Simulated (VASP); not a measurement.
# Ag (I4/mmm) in VASP: a series of runs, part 2 of 2

VASP 6.6.1. The steps go on from the part before.

### 3 Single point, PBEsol

The input, INCAR:

```
SYSTEM = Ag
  ALGO = Fast
  EDIFF = 1E-6
  ENCUT = 520
  GGA = PS
  ISIF = 2
  ISMEAR = 0
  LASPH = .TRUE.
  LCHARG = .FALSE.
  LREAL = .FALSE.
  LWAVE = .FALSE.
  NBANDS = 12
  NELM = 60
  PREC = Accurate
  SIGMA = 0.15
```

The input, KPOINTS:

```
k-points
0
G
  22 22 22
  0 0 0
```

The input, POSCAR:

```
Ag
1.0
    0.0000000000      2.0101410107      2.1106480613
    2.0101410107      0.0000000000      2.1106480613
    2.0101410107      2.0101410107      0.0000000000
Ag
1
Direct
    0.0000000000      0.0000000000      0.0000000000
```

Potentials or basis: VASP PAW PBE potentials, release 64 (Ag).

Launch:

```console
cat potpaw_PBE.64/Ag/POTCAR > POTCAR
mpirun -np 1 vasp_std > vasp.out
```

OUTCAR:

```text
SYSTEM = Ag
   EDIFF = 1E-6
   ENCUT = 520
   GGA = PS
   ISIF = 2
   ISMEAR = 0
   LASPH = .TRUE.
   LREAL = .FALSE.
   NELM = 60
   PREC = Accurate

 ion  position               nearest neighbor table
   1  0.000  0.000  0.000-

  LATTYP: Found a body centered tetragonal cell.
 ALAT       =     2.8427686796
 C/A-ratio  =     1.4849242405

  Lattice vectors:

 A1 = (  -2.0101410107,   0.0000000000,   2.1106480613)
 A2 = (   2.0101410107,   0.0000000000,   2.1106480613)
 A3 = (   0.0000000000,   2.0101410107,  -2.1106480613)

Analysis of symmetry for initial positions (statically):
=====================================================================
 Subroutine PRICEL returns:
 Original cell was already a primitive cell.

 Routine SETGRP: Setting up the symmetry group for a
 body centered tetragonal supercell.

 Subroutine GETGRP returns: Found 16 space group operations
 (whereof 16 operations were pure point group operations)
 out of a pool of 16 trial point group operations.

The static configuration has the point symmetry D_4h.

Analysis of symmetry for dynamics (positions and initial velocities):
=====================================================================
 Subroutine PRICEL returns:
 Original cell was already a primitive cell.

 Routine SETGRP: Setting up the symmetry group for a
 body centered tetragonal supercell.

 Subroutine GETGRP returns: Found 16 space group operations
 (whereof 16 operations were pure point group operations)
 out of a pool of 16 trial point group operations.

The dynamic configuration has the point symmetry D_4h.

 Subroutine INISYM returns: Found 16 space group operations
 (whereof 16 operations are pure point group operations),
 and found     1 'primitive' translations

----------------------------------------------------------------------------------------

                                     Primitive cell

  volume of cell :      17.0569

  direct lattice vectors                    reciprocal lattice vectors
     0.000000000  2.010141011  2.110648061    -0.248738769  0.248738769  0.236894065
     2.010141011  0.000000000  2.110648061     0.248738769 -0.248738769  0.236894065
     2.010141011  2.010141011  0.000000000     0.248738769  0.248738769 -0.236894065

  length of vectors
     2.914704466  2.914704466  2.842768680     0.424099927  0.424099927  0.424099927

  position of ions in fractional coordinates (direct lattice)
     0.000000000  0.000000000  0.000000000

  ion indices of the primitive-cell ions
   primitive index   ion index
                 1           1

----------------------------------------------------------------------------------------

 KPOINTS: k-points

Automatic generation of k-mesh.
 Grid dimensions read from file:
 generate k-points for:   22   22   22

 Generating k-lattice:

  Cartesian coordinates                     Fractional coordinates (reciprocal lattice)
    -0.011306308  0.011306308  0.010767912     0.045454545  0.000000000  0.000000000
     0.011306308 -0.011306308  0.010767912     0.000000000  0.045454545  0.000000000
     0.011306308  0.011306308 -0.010767912     0.000000000  0.000000000  0.045454545

  Length of vectors
     0.019277269  0.019277269  0.019277269

  Shift w.r.t. Gamma in fractional coordinates (k-lattice)
     0.000000000  0.000000000  0.000000000

 Subroutine IBZKPT returns following result:
 ===========================================

 Found    834 irreducible k-points:

 Following reciprocal coordinates:
            Coordinates               Weight
  0.000000  0.000000  0.000000      1.000000
  0.045455  0.000000  0.000000      8.000000
  0.090909  0.000000  0.000000      8.000000
  0.136364  0.000000  0.000000      8.000000
  0.181818  0.000000  0.000000      8.000000
  0.227273  0.000000  0.000000      8.000000
[... 16 lines left out ...]
  0.500000  0.045455  0.000000      8.000000
 -0.454545  0.045455  0.000000      8.000000
 [... further k-points ...]
   k-points           NKPTS =    834   k-points in BZ     NKDIM =    834   number of bands    NBANDS=     12
   number of dos      NEDOS =    301   number of ions     NIONS =      1
   total plane-waves  NPLWV =  13824
   dimension x,y,z NGX =    24 NGY =   24 NGZ =   24
   dimension x,y,z NGXF=    48 NGYF=   48 NGZF=   48
   ions per type =               1
   NGX,Y,Z   is equivalent  to a cutoff of  13.69, 13.69, 14.04 a.u.
   NGXF,Y,Z  is equivalent  to a cutoff of  27.38, 27.38, 28.07 a.u.
 SYSTEM =  Ag
   PREC   = accura    normal or accurate (medium, high low for compatibility)
   ISTART =      0    job   : 0-new  1-cont  2-samecut
   ICHARG =      2    charge: 1-file 2-atom 10-const
   ISPIN  =      1    spin polarized calculation?
   LNONCOLLINEAR =      F non collinear calculations
   LSORBIT =      F    spin-orbit coupling
   LASPH  =      T    aspherical Exc in radial PAW
   ENCUT  =  520.0 eV  38.22 Ry    6.18 a.u.   5.42  5.42  5.29*2*pi/ulx,y,z
   NELM   =     60;   NELMIN=  2; NELMDL= -5     # of ELM steps
   EDIFF  = 0.1E-05   stopping-criterion for ELM
   LREAL  =      F    real-space projection
   EDIFFG = 0.1E-04   stopping-criterion for IOM
   NSW    =      0    number of steps for IOM
   IBRION =     -1    ionic relax: 0-MD 1-quasi-New 2-CG
   NFREE  =      0    steps in history (QN), initial steepest desc. (CG)
   ISIF   =      2    stress and relaxation
   ISYM   =      2    0-nonsym 1-usesym 2-fastsym
   POTIM  = 0.5000    time-step for ionic-motion
   TEBEG  =    0.0;   TEEND  =   0.0 temperature during run
   PSTRESS=    0.0 pullay stress
   NELECT =      11.0000    total number of electrons
   NUPDOWN=      -1.0000    fix difference up-down
   EMIN   =  10.00;   EMAX   =-10.00  energy-range for DOS
   EFERMI =   0.00;   METHOD = LEGACY
   ISMEAR =     0;   SIGMA  =   0.15  broadening in eV -4-tet -1-fermi 0-gaus
   EFERMI_NEDOS =   21; number of points for ismear=-14 and -15
   IALGO  =     68    algorithm
   IMIX   =      4    mixing-type and parameters
     AMIX     =   0.40;   BMIX     =  1.00
     AMIX_MAG =   1.60;   BMIX_MAG =  1.00
  volume/ion in A,a.u.               =      17.06       115.11
  Fermi-wavevector in a.u.,A,eV,Ry     =   1.414402  2.672832 27.218893  2.000532
  Thomas-Fermi vector in A             =   2.535948
   LORBIT       =      0    0 simple, 1 ext, 2 COOP (PROOUT), +10 PAW based schemes
   GGA     = PS    functional components
   LHFCALC =     F    Hartree Fock is set to
   AEXX    =    0.0000 exact exchange contribution
   IVDW    =     0    specifies the selected vdW correction
   LEPSILON=     F    determine dielectric tensor
   LRPA    =     F    only Hartree local field effects (RPA)
 non-spin polarized calculation
 RMM-DIIS sequential band-by-band and
 Gauss-broadening in eV      SIGMA  =   0.15
  energy-cutoff  :      520.00
  volume of cell :       17.06
 maximum number of plane-waves:       479
 NGX is ok and might be reduce to    24
   NGX = 11   NGY = 11   NGZ = 11

 number of electron      10.9999998 magnetization

 Free energy of the ion-electron system (eV)
  ---------------------------------------------------
  ext. energy  EPLUGINS =         0.00000000
  ---------------------------------------------------
  free energy    TOTEN  =        -3.30501749 eV

  energy without entropy =       -3.30266516  energy(sigma->0) =       -3.30384133

 E-fermi :   8.2382     XC(G=0): -12.4096

 val. band max:        8.1717042297   @ k =  -0.0909   0.3636   0.3182
 cond. band min:       8.2576295872   @ k =  -0.2727   0.2273   0.1364
 fundamental gap:      0.0859253575
 Fermi energy:         8.2382351427

 k-point     1 :       0.0000    0.0000    0.0000
  band No.  band energies     occupation
      1       0.3992      2.00000
      2       3.2487      2.00000
      3       3.5687      2.00000
      4       3.5687      2.00000
      5       4.3291      2.00000
      6       4.6609      2.00000
      7      24.2465      0.00000
      8      27.3594      0.00000
      9      27.9983      0.00000
     10      27.9983      0.00000
     11      32.5908      0.00000
     12      33.5501      0.00000
[... 331 lines left out ...]
 k-point    24 :      -0.4545    0.0455    0.0000
  band No.  band energies     occupation
      1       1.8804      2.00000
      2       3.2809      2.00000
      3       3.6108      2.00000
      4       5.2017      2.00000
      5       5.2216      2.00000
      6       7.7939      1.99997
      7      12.0516      0.00000
      8      23.0670      0.00000
      9      25.3765      0.00000
     10      26.6300      0.00000
     11      30.8345      0.00000
     12      31.6631      0.00000

 [... further k-points ...]

------------------------ aborting loop because EDIFF is reached ----------------------------------------

  FORCE on cell =-STRESS in cart. coord.  units (eV):
  Direction    XX          YY          ZZ          XY          YZ          ZX
  --------------------------------------------------------------------------------------
  -------------------------------------------------------------------------------------
  Total       -0.2014132     -0.2014132     -0.4461952      0.0000000      0.0000000      0.0000000
  in kB      -18.9190668    -18.9190668    -41.9118332      0.0000000      0.0000000      0.0000000
  external PRESSURE =     -26.5833222 kB  Pullay stress =       0.0000000 kB

 VOLUME and BASIS-vectors are now :
 -----------------------------------------------------------------------------
  energy-cutoff  :      520.00
  volume of cell :       17.06
      direct lattice vectors                 reciprocal lattice vectors
     0.000000000  2.010141011  2.110648061    -0.248738769  0.248738769  0.236894065
     2.010141011  0.000000000  2.110648061     0.248738769 -0.248738769  0.236894065
     2.010141011  2.010141011  0.000000000     0.248738769  0.248738769 -0.236894065

 POSITION                                       TOTAL-FORCE (eV/Angst)
 -----------------------------------------------------------------------------------
      0.00000      0.00000      0.00000        -0.000000      0.000000     -0.000000
 -----------------------------------------------------------------------------------
    total drift:                               -0.000000      0.000000      0.000000

  FREE ENERGIE OF THE ION-ELECTRON SYSTEM (eV)
  ---------------------------------------------------
  free  energy   TOTEN  =        -3.3050174921 eV

  energy  without entropy=       -3.3026651615  energy(sigma->0) =       -3.30384133
```

OSZICAR:

```text
N       E                     dE             d eps       ncg     rms          rms(c)
DAV:   1     0.514478319628E+02    0.51448E+02   -0.54830E+03 20216   0.828E+02
DAV:   2    -0.283213569933E+01   -0.54280E+02   -0.51376E+02 23292   0.194E+02
DAV:   3    -0.365360611526E+01   -0.82147E+00   -0.82092E+00 23656   0.251E+01
DAV:   4    -0.365605113359E+01   -0.24450E-02   -0.24449E-02 23232   0.144E+00
DAV:   5    -0.365606976582E+01   -0.18632E-04   -0.18632E-04 23756   0.113E-01    0.555E+00
RMM:   6    -0.331823836533E+01    0.33783E+00   -0.51446E-01 20197   0.646E+00    0.328E+00
RMM:   7    -0.330896798810E+01    0.92704E-02   -0.10445E-02 22421   0.116E+00    0.193E+00
RMM:   8    -0.330503650312E+01    0.39315E-02   -0.85455E-04 23289   0.299E-01    0.219E-01
RMM:   9    -0.330501963813E+01    0.16865E-04   -0.12860E-04 24622   0.977E-02    0.615E-02
RMM:  10    -0.330501709773E+01    0.25404E-05   -0.22145E-05 24507   0.370E-02    0.240E-02
RMM:  11    -0.330501749208E+01   -0.39435E-06   -0.58224E-06 20960   0.148E-02
   1 F= -.33050175E+01 E0= -.33038413E+01  d E =-.235233E-02
```

stdout:

```text
POSCAR found type information on POSCAR Ag
 POSCAR found :  1 types and       1 ions
 scaLAPACK will be used
 -----------------------------------------------------------------------------
|                                                                             |
|                                                                             |
|     You enforced a specific xc type in the INCAR file but a different       |
|     I HOPE YOU KNOW WHAT YOU ARE DOING!                                     |
|                                                                             |
 -----------------------------------------------------------------------------

 LDA part: xc-table for (Slater+PW92), standard interpolation
 POSCAR, INCAR and KPOINTS ok, starting setup
 FFT: planning ... GRIDC
 FFT: planning ... GRID_SOFT
 FFT: planning ... GRID
 WAVECAR not read
 entering main loop
```

Run time: 2.4 min. Hardware: 1 thread of Intel Xeon 8259CL, shared host; peak memory 0.28 GiB.

Results:

```
Free energy            : -3.3050 eV
Pressure               : -2.7 GPa
Band gap on the k mesh : zero (an odd number of electrons rules out a gap without spin polarisation)
```

Stress tensor (GPa, compression positive):
```
-1.89  0.00  0.00
 0.00 -1.89  0.00
 0.00  0.00 -4.19
```

Caveat: the PAW data sets were made with another functional, which shifts forces and pressure a little.
